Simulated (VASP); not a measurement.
# SnO in VASP: notebook

SnO is run at these levels: PBE+D3(BJ); tasks: single point.

All numbers are computed with VASP 6.6.1; they aren't measurements. Logs are shortened: lines on timing, memory, paths and dates and some standing lists are left out, and cuts for length are marked.

## 1. The cell of the first run

The cell holds a slab with vacuum, 8 atoms: a = 3.820 Å, b = 3.820 Å, c = 22.226 Å, α = 90.00°, β = 90.00°, γ = 90.00°.

## 2. Single point, PBE+D3(BJ)

The input, INCAR:

```
ALGO = Normal
DIPOL = 0.5 0.5 0.408
EDIFF = 1E-6
ENCUT = 520
GGA = PE
IDIPOL = 3
ISIF = 2
ISMEAR = 0
IVDW = 12
LASPH = True
LCHARG = False
LDIPOL = True
LREAL = False
LWAVE = False
NBANDS = 50
NELM = 80
PREC = Accurate
SIGMA = 0.05
```

The input, KPOINTS:

```
k-points
0
Gamma
  7 7 1
```

The input, POSCAR:

```
SnO
1.0
    3.8201636883      0.0000000000      0.0000000000
    0.0000000000      3.8201636883      0.0000000000
    0.0000000000      0.0000000000     22.2260802162
Sn O
4 4
Direct
    0.7500000000      0.2500000000      0.2024648501
    0.2500000000      0.7500000000      0.3087831971
    0.7500000000      1.2500000000      0.5067488283
    1.2500000000      0.7500000000      0.6130671753
    0.2500000000      0.2500000000      0.2556240236
    0.7500000000      0.7500000000      0.2556240236
    1.2500000000      1.2500000000      0.5599080018
    0.7500000000      0.7500000000      0.5599080018
```

Potentials or basis: VASP PAW PBE potentials, release 64 (Sn_d, O).

Run with:

```
> cat potpaw_PBE.64/Sn_d/POTCAR potpaw_PBE.64/O/POTCAR > POTCAR
> mpirun -np 1 vasp_std > vasp.out
```

OUTCAR:

```text
EDIFF = 1E-6
   ENCUT = 520
   GGA = PE
   ISIF = 2
   ISMEAR = 0
   IVDW = 12
   LASPH = True
   LREAL = False
   NELM = 80
   PREC = Accurate
 IVDW          = 12

 ion  position               nearest neighbor table
   1  0.750  0.250  0.202-   5 2.25   6 2.25   6 2.25   5 2.25   2 3.59   2 3.59   2 3.59   2 3.59

   2  0.250  0.750  0.309-   5 2.25   6 2.25   5 2.25   6 2.25   1 3.59   1 3.59   1 3.59   1 3.59

   3  0.750  0.250  0.507-   7 2.25   8 2.25   8 2.25   7 2.25   4 3.59   4 3.59   4 3.59   4 3.59

   4  0.250  0.750  0.613-   7 2.25   8 2.25   7 2.25   8 2.25   3 3.59   3 3.59   3 3.59   3 3.59

   5  0.250  0.250  0.256-   1 2.25   2 2.25   2 2.25   1 2.25
   6  0.750  0.750  0.256-   1 2.25   2 2.25   1 2.25   2 2.25
   7  0.250  0.250  0.560-   3 2.25   3 2.25   4 2.25   4 2.25
   8  0.750  0.750  0.560-   3 2.25   3 2.25   4 2.25   4 2.25

  LATTYP: Found a simple tetragonal cell.
 ALAT       =     3.8201636883
 C/A-ratio  =     5.8180962989

  Lattice vectors:

 A1 = (   3.8201636883,   0.0000000000,   0.0000000000)
 A2 = (   0.0000000000,   3.8201636883,   0.0000000000)
 A3 = (   0.0000000000,   0.0000000000,  22.2260802162)

Analysis of symmetry for initial positions (statically):
=====================================================================
 Subroutine PRICEL returns:
 Original cell was already a primitive cell.

 Routine SETGRP: Setting up the symmetry group for a
 simple tetragonal supercell.

 Subroutine GETGRP returns: Found 16 space group operations
 (whereof  2 operations were pure point group operations)
 out of a pool of 16 trial point group operations.

The static configuration has the point symmetry C_1h.
 The point group associated with its full space group is D_4h.

Analysis of symmetry for dynamics (positions and initial velocities):
=====================================================================
 Subroutine PRICEL returns:
 Original cell was already a primitive cell.

 Routine SETGRP: Setting up the symmetry group for a
 simple tetragonal supercell.

 Subroutine GETGRP returns: Found 16 space group operations
 (whereof  2 operations were pure point group operations)
 out of a pool of 16 trial point group operations.

The dynamic configuration has the point symmetry C_1h.
 The point group associated with its full space group is D_4h.

 Subroutine INISYM returns: Found 16 space group operations
 (whereof  2 operations are pure point group operations),
 and found     1 'primitive' translations

----------------------------------------------------------------------------------------

                                     Primitive cell

  volume of cell :     324.3596

  direct lattice vectors                    reciprocal lattice vectors
     3.820163688  0.000000000  0.000000000     0.261768888  0.000000000  0.000000000
     0.000000000  3.820163688  0.000000000     0.000000000  0.261768888  0.000000000
     0.000000000  0.000000000 22.226080216     0.000000000  0.000000000  0.044992189

  length of vectors
     3.820163688  3.820163688 22.226080216     0.261768888  0.261768888  0.044992189

  position of ions in fractional coordinates (direct lattice)
     0.750000000  0.250000000  0.202464850
     0.250000000  0.750000000  0.308783197
     0.750000000  0.250000000  0.506748828
     0.250000000  0.750000000  0.613067175
     0.250000000  0.250000000  0.255624024
     0.750000000  0.750000000  0.255624024
     0.250000000  0.250000000  0.559908002
     0.750000000  0.750000000  0.559908002

  ion indices of the primitive-cell ions
   primitive index   ion index
                 1           1
                 2           2
                 3           3
                 4           4
                 5           5
                 6           6
                 7           7
                 8           8

----------------------------------------------------------------------------------------

 KPOINTS: k-points

Automatic generation of k-mesh.
 Grid dimensions read from file:
 generate k-points for:    7    7    1

 Generating k-lattice:

  Cartesian coordinates                     Fractional coordinates (reciprocal lattice)
     0.037395555  0.000000000  0.000000000     0.142857143  0.000000000  0.000000000
     0.000000000  0.037395555  0.000000000     0.000000000  0.142857143  0.000000000
     0.000000000  0.000000000  0.044992189     0.000000000  0.000000000  1.000000000

  Length of vectors
     0.037395555  0.037395555  0.044992189

  Shift w.r.t. Gamma in fractional coordinates (k-lattice)
     0.000000000  0.000000000  0.000000000

 Subroutine IBZKPT returns following result:
 ===========================================

 Found     10 irreducible k-points:

 Following reciprocal coordinates:
            Coordinates               Weight
  0.000000  0.000000  0.000000      1.000000
  0.142857  0.000000  0.000000      4.000000
  0.285714  0.000000  0.000000      4.000000
  0.428571  0.000000  0.000000      4.000000
  0.142857  0.142857  0.000000      4.000000
  0.285714  0.142857  0.000000      8.000000
  0.428571  0.142857  0.000000      8.000000
  0.285714  0.285714  0.000000      4.000000
  0.428571  0.285714  0.000000      8.000000
  0.428571  0.428571  0.000000      4.000000
   k-points           NKPTS =     10   k-points in BZ     NKDIM =     10   number of bands    NBANDS=     50
   number of dos      NEDOS =    301   number of ions     NIONS =      8
   total plane-waves  NPLWV = 131712
   dimension x,y,z NGX =    28 NGY =   28 NGZ =  168
   dimension x,y,z NGXF=    56 NGYF=   56 NGZF=  336
   ions per type =               4   4
   NGX,Y,Z   is equivalent  to a cutoff of  12.19, 12.19, 12.57 a.u.
   NGXF,Y,Z  is equivalent  to a cutoff of  24.37, 24.37, 25.13 a.u.
 SYSTEM =  unknown system
   PREC   = accura    normal or accurate (medium, high low for compatibility)
   ISTART =      0    job   : 0-new  1-cont  2-samecut
   ICHARG =      2    charge: 1-file 2-atom 10-const
   ISPIN  =      1    spin polarized calculation?
   LNONCOLLINEAR =      F non collinear calculations
   LSORBIT =      F    spin-orbit coupling
   LASPH  =      T    aspherical Exc in radial PAW
   ENCUT  =  520.0 eV  38.22 Ry    6.18 a.u.   7.10  7.10 41.33*2*pi/ulx,y,z
   NELM   =     80;   NELMIN=  2; NELMDL= -5     # of ELM steps
   EDIFF  = 0.1E-05   stopping-criterion for ELM
   LREAL  =      F    real-space projection
   EDIFFG = 0.1E-04   stopping-criterion for IOM
   NSW    =      0    number of steps for IOM
   IBRION =     -1    ionic relax: 0-MD 1-quasi-New 2-CG
   NFREE  =      0    steps in history (QN), initial steepest desc. (CG)
   ISIF   =      2    stress and relaxation
   ISYM   =      2    0-nonsym 1-usesym 2-fastsym
   POTIM  = 0.5000    time-step for ionic-motion
   TEBEG  =    0.0;   TEEND  =   0.0 temperature during run
   PSTRESS=    0.0 pullay stress
   NELECT =      80.0000    total number of electrons
   NUPDOWN=      -1.0000    fix difference up-down
   EMIN   =  10.00;   EMAX   =-10.00  energy-range for DOS
   EFERMI =   0.00;   METHOD = LEGACY
   ISMEAR =     0;   SIGMA  =   0.05  broadening in eV -4-tet -1-fermi 0-gaus
   EFERMI_NEDOS =   21; number of points for ismear=-14 and -15
   IALGO  =     38    algorithm
   IMIX   =      4    mixing-type and parameters
     AMIX     =   0.40;   BMIX     =  1.00
     AMIX_MAG =   1.60;   BMIX_MAG =  1.00
  volume/ion in A,a.u.               =      40.54       273.61
  Fermi-wavevector in a.u.,A,eV,Ry     =   1.026666  1.940118 14.341129  1.054043
  Thomas-Fermi vector in A             =   2.160571
   LORBIT       =      0    0 simple, 1 ext, 2 COOP (PROOUT), +10 PAW based schemes
   GGA     = PE    functional components
   LHFCALC =     F    Hartree Fock is set to
   AEXX    =    0.0000 exact exchange contribution
   IVDW    =    12    specifies the selected vdW correction
   LEPSILON=     F    determine dielectric tensor
   LRPA    =     F    only Hartree local field effects (RPA)
 non-spin polarized calculation
 Gauss-broadening in eV      SIGMA  =   0.05
  energy-cutoff  :      520.00
  volume of cell :      324.36
 maximum number of plane-waves:      8769
   NGX = 15   NGY = 15   NGZ = 83

 dipolmoment           0.000000      0.000000      0.000000 electrons x Angstroem

 number of electron      79.9999970 magnetization

 dipolmoment           0.000000      0.000000     -0.000000 electrons x Angstroem

 Free energy of the ion-electron system (eV)
  ---------------------------------------------------
  ext. energy  EPLUGINS =         0.00000000
  ---------------------------------------------------
  free energy    TOTEN  =       -45.18871517 eV

  energy without entropy =      -45.18871517  energy(sigma->0) =      -45.18871517

 E-fermi :  -0.0503     XC(G=0):  -5.3529

 val. band max:       -0.2824116393   @ k =   0.1429   0.1429   0.0000
 cond. band min:       2.3267086585   @ k =   0.0000   0.0000   0.0000
 fundamental gap:      2.6091202978
 Fermi energy:        -0.0503338601

 k-point     1 :       0.0000    0.0000    0.0000
  band No.  band energies     occupation
      1     -21.0616      2.00000
      2     -21.0615      2.00000
      3     -20.7010      2.00000
      4     -20.7010      2.00000
      5     -20.6629      2.00000
      6     -20.6629      2.00000
[... 42 lines left out ...]
     49       5.2114      0.00000
     50       5.2114      0.00000

 k-point     2 :       0.1429    0.0000    0.0000
  band No.  band energies     occupation
      1     -21.0526      2.00000
      2     -21.0526      2.00000
      3     -20.7016      2.00000
      4     -20.7015      2.00000
      5     -20.6647      2.00000
      6     -20.6646      2.00000
[... 42 lines left out ...]
     49       5.3872      0.00000
     50       5.4722      0.00000

 k-point     3 :       0.2857    0.0000    0.0000
  band No.  band energies     occupation
      1     -21.0276      2.00000
      2     -21.0276      2.00000
      3     -20.7978      2.00000
      4     -20.7977      2.00000
      5     -20.6690      2.00000
      6     -20.6690      2.00000
[... 42 lines left out ...]
     49       5.5944      0.00000
     50       5.7580      0.00000

 k-point     4 :       0.4286    0.0000    0.0000
  band No.  band energies     occupation
      1     -20.9837      2.00000
      2     -20.9837      2.00000
      3     -20.9089      2.00000
      4     -20.9088      2.00000
      5     -20.6721      2.00000
      6     -20.6720      2.00000
[... 42 lines left out ...]
     49       6.4535      0.00000
     50       6.5560      0.00000

 k-point     5 :       0.1429    0.1429    0.0000
  band No.  band energies     occupation
      1     -21.0450      2.00000
      2     -21.0450      2.00000
      3     -20.7135      2.00000
      4     -20.7134      2.00000
      5     -20.6883      2.00000
      6     -20.6882      2.00000
[... 42 lines left out ...]
     49       5.2436      0.00000
     50       5.5787      0.00000

 k-point     6 :       0.2857    0.1429    0.0000
  band No.  band energies     occupation
      1     -21.0241      2.00000
      2     -21.0241      2.00000
      3     -20.8217      2.00000
      4     -20.8216      2.00000
      5     -20.6709      2.00000
      6     -20.6708      2.00000
[... 42 lines left out ...]
     49       5.3147      0.00000
     50       5.5364      0.00000

 k-point     7 :       0.4286    0.1429    0.0000
  band No.  band energies     occupation
      1     -20.9868      2.00000
      2     -20.9868      2.00000
      3     -20.9210      2.00000
      4     -20.9210      2.00000
      5     -20.6703      2.00000
      6     -20.6703      2.00000
[... 42 lines left out ...]
     49       5.9540      0.00000
     50       6.0185      0.00000

 k-point     8 :       0.2857    0.2857    0.0000
  band No.  band energies     occupation
      1     -21.0154      2.00000
      2     -21.0153      2.00000
      3     -20.8873      2.00000
      4     -20.8872      2.00000
      5     -20.6632      2.00000
      6     -20.6631      2.00000
[... 42 lines left out ...]
     49       5.2656      0.00000
     50       5.5866      0.00000

 k-point     9 :       0.4286    0.2857    0.0000
  band No.  band energies     occupation
      1     -20.9965      2.00000
      2     -20.9964      2.00000
      3     -20.9544      2.00000
      4     -20.9542      2.00000
      5     -20.6658      2.00000
      6     -20.6658      2.00000
[... 42 lines left out ...]
     49       5.7967      0.00000
     50       6.1057      0.00000

 k-point    10 :       0.4286    0.4286    0.0000
  band No.  band energies     occupation
      1     -21.0023      2.00000
      2     -21.0021      2.00000
      3     -20.9883      2.00000
      4     -20.9881      2.00000
      5     -20.6675      2.00000
      6     -20.6675      2.00000
[... 42 lines left out ...]
     49       5.9663      0.00000
     50       6.1121      0.00000

------------------------ aborting loop because EDIFF is reached ----------------------------------------

 vacuum level on the upper side and lower side of the slab       (xc-potential included)        -0.204        -0.203

 Edisp (eV)   -1.22325

 E8    (eV) :    -0.5411

  FORCE on cell =-STRESS in cart. coord.  units (eV):
  Direction    XX          YY          ZZ          XY          YZ          ZX
  --------------------------------------------------------------------------------------
  -------------------------------------------------------------------------------------
  Total       0.11682     0.11682    -0.32565     0.00000    -0.00000     0.00000
  in kB       0.57704     0.57704    -1.60854     0.00000    -0.00000     0.00000
  external pressure =       -0.15 kB  Pullay stress =        0.00 kB

 VOLUME and BASIS-vectors are now :
 -----------------------------------------------------------------------------
  energy-cutoff  :      520.00
  volume of cell :      324.36
      direct lattice vectors                 reciprocal lattice vectors
     3.820163688  0.000000000  0.000000000     0.261768888  0.000000000  0.000000000
     0.000000000  3.820163688  0.000000000     0.000000000  0.261768888  0.000000000
     0.000000000  0.000000000 22.226080216     0.000000000  0.000000000  0.044992189

 POSITION                                       TOTAL-FORCE (eV/Angst)
 -----------------------------------------------------------------------------------
      2.86512      0.95504      4.50000        -0.000000      0.000000     -0.081934
      0.95504      2.86512      6.86304         0.000000     -0.000000      0.178773
      2.86512      0.95504     11.26304         0.000000      0.000000     -0.178773
      0.95504      2.86512     13.62608         0.000000     -0.000000      0.081934
      0.95504      0.95504      5.68152        -0.000000     -0.000000      0.009441
      2.86512      2.86512      5.68152        -0.000000     -0.000000      0.009441
      0.95504      0.95504     12.44456        -0.000000      0.000000     -0.009441
      2.86512      2.86512     12.44456        -0.000000     -0.000000     -0.009441
 -----------------------------------------------------------------------------------
    total drift:                                0.000000      0.000000     -0.000006

  FREE ENERGIE OF THE ION-ELECTRON SYSTEM (eV)
  ---------------------------------------------------
  free  energy   TOTEN  =       -46.4119639658 eV

  energy  without entropy=      -46.4119639658  energy(sigma->0) =      -46.41196397

 vacuum level on the upper side and lower side of the slab         4.772         4.773
```

It took 2.4 min on 1 thread of Intel Xeon Platinum 8559C (Emerald Rapids), shared host; peak memory 0.39 GiB.

Results:

| Item | Value |
| --- | --- |
| Free energy | -46.4120 eV |
| Largest force | 0.179 eV/Å |
| Band gap on the k mesh | 2.61 eV, indirect (least direct gap 2.63 eV) |
| Dispersion energy per atom | -0.153 eV |

Forces on the atoms (eV/Å):
```
Sn   0.000  0.000 -0.082
Sn   0.000  0.000  0.179
Sn   0.000  0.000 -0.179
Sn   0.000  0.000  0.082
O    0.000  0.000  0.009
O    0.000  0.000  0.009
O    0.000  0.000 -0.009
O    0.000  0.000 -0.009
```

Levels at points of the mesh, in eV from the valence-band top:
| k point | band 38 | band 39 | band 40 | band 41 | band 42 | band 43 |
| --- | --- | --- | --- | --- | --- | --- |
| (0.00, 0.00, 0.00) | -1.87 | -0.46 | -0.02 | 2.61 | 2.94 | 2.94 |

Caveat: spin-orbit coupling is left out, which moves the levels of the heavy elements.

## 3. Single point, PBE+D3(BJ)

The input, INCAR:

```
SYSTEM = SnO
  ALGO = Normal
  DIPOL = 0.5 0.5 0.408
  EDIFF = 1E-6
  ENCUT = 520
  GGA = PE
  IDIPOL = 3
  ISIF = 2
  ISMEAR = 0
  IVDW = 12
  LASPH = .TRUE.
  LCHARG = .FALSE.
  LDIPOL = .TRUE.
  LREAL = .FALSE.
  LWAVE = .FALSE.
  NBANDS = 50
  NELM = 100
  PREC = Accurate
  SIGMA = 0.05
```

The input, KPOINTS:

```
k-points
0
G
  7 7 1
  0 0 0
```

POSCAR is that of step 2.

Potentials or basis: VASP PAW PBE potentials, release 64 (Sn_d, O).

Run with:

```
> cat potpaw_PBE.64/Sn_d/POTCAR potpaw_PBE.64/O/POTCAR > POTCAR
> mpirun -np 1 vasp_std > vasp.out
```

Run time: 2.2 min. Hardware: 1 thread of Intel Xeon Platinum 8559C (Emerald Rapids), shared host; peak memory 0.39 GiB.

It converged, with:

```yaml
Free_energy: -46.4120 eV
Largest_force: 0.179 eV/Å
Band_gap_on_the_k_mesh: 2.61 eV, indirect (least direct gap 2.63 eV)
Dispersion_energy_per_atom: -0.153 eV
```

Forces in eV/Å, atoms in the order of the input:
```
Sn   0.000  0.000 -0.082
Sn   0.000  0.000  0.179
Sn   0.000  0.000 -0.179
Sn   0.000  0.000  0.082
O    0.000  0.000  0.009
O    0.000  0.000  0.009
O    0.000  0.000 -0.009
O    0.000  0.000 -0.009
```

Levels at points of the mesh, in eV from the valence-band top:
```csv
k point,band 38,band 39,band 40,band 41,band 42,band 43
"(0.00, 0.00, 0.00)",-1.87,-0.46,-0.02,2.61,2.94,2.94
```

Caveat: spin-orbit coupling is left out, which moves the levels of the heavy elements.
